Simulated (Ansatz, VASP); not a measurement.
Two plane-wave programs on Si2Bi2Te

INCAR

```
PREC = Accurate
ENCUT = 520
EDIFF = 1E-6
ISMEAR = 0
SIGMA = 0.1
LREAL = False
LASPH = True
NELM = 80
ALGO = Normal
ISIF = 2
LWAVE = False
LCHARG = False
GGA = PE
NBANDS = 30
```

The input KPOINTS:

```
regular mesh
0
Gamma
  12 12 4
```

File POSCAR:

```
Si2Bi2Te
1.0
    4.2363948462      0.0000000000      0.0000000000
   -2.1181974231      3.6688255573      0.0000000000
    0.0000000000      0.0000000000      9.7625937287
Si Bi Te
2 2 1
Direct
    0.0000000000      0.0000000000      0.3825710126
    0.0000000000      0.0000000000      0.6174289874
    0.3333333333      0.6666666667      0.7585414899
    0.6666666667      0.3333333333      0.2414585101
    0.0000000000      0.0000000000      0.0000000000
```

Input for Ansatz:

```yaml
crystal:
  lattice:
    - [4.2363948462, 0.0, 0.0]
    - [-2.1181974231, 3.6688255573, 0.0]
    - [0.0, 0.0, 9.7625937287]
  atoms:
    - { symbol: Si, position: [0.0, 0.0, 0.3825710126] }
    - { symbol: Si, position: [0.0, 0.0, 0.6174289874] }
    - { symbol: Bi, position: [0.3333333333, 0.6666666667, 0.7585414899] }
    - { symbol: Bi, position: [0.6666666667, 0.3333333333, 0.2414585101] }
    - { symbol: Te, position: [0.0, 0.0, 0.0] }
basis:
  ecutwfc: 420
kpoints:
  mp_grid: { grid: [12, 12, 4] }
  band_path:
    path:
      - [[0.0, 0.0, 0.0], [0.5, 0.0, 0.0], [0.33333333, 0.33333333, 0.0], [0.0, 0.0, 0.0], [0.0, 0.0, 0.5], [0.5, 0.0, 0.5], [0.33333333, 0.33333333, 0.5], [0.0, 0.0, 0.5]]
      - [[0.5, 0.0, 0.5], [0.5, 0.0, 0.0]]
      - [[0.33333333, 0.33333333, 0.5], [0.33333333, 0.33333333, 0.0]]
    npoints: 14
hamiltonian:
  xc: pbe
scf:
  occupations: { method: gaussian, width: 0.1 }
  n_extra_bands: 12
output:
  forces: true
  stress: true
  eigenvalues: true
  populations: true
  dos: { projected: true, de: 0.02, nscf_kmesh: { grid: [15, 15, 5] } }
  bader: true
  write_density: true
  write_potential: true
  elf: true
  volumetric_format: npy
```

Alike in both runs: task single point; functional PBE; k mesh 12 × 12 × 4; occupations gaussian, width 0.1 eV; no spin polarisation.

```csv
,VASP,Ansatz
version,VASP 6.6.1,Ansatz 0.2.0
potentials or method,"VASP PAW PBE potentials, release 64 (Si, Bi_d, Te), cutoff 520 eV","scalar-relativistic, plane waves, PAW"
valence electrons in the cell,44,54
```

```tsv
	VASP	Ansatz	Ansatz less VASP
gap on the k mesh at the Fermi level (eV)	none	none	-
pressure (GPa)	0.0	0.0	+0.04
```

A gap of «none» marks a metal or a gap that the smearing closes. The functional is the same, so the differences come from potentials, cutoffs and numerics. VASP's potentials hold 44 valence electrons a cell and Ansatz's 54, so a difference there can come from the potentials and not from the codes.

Spin-orbit coupling is off throughout.
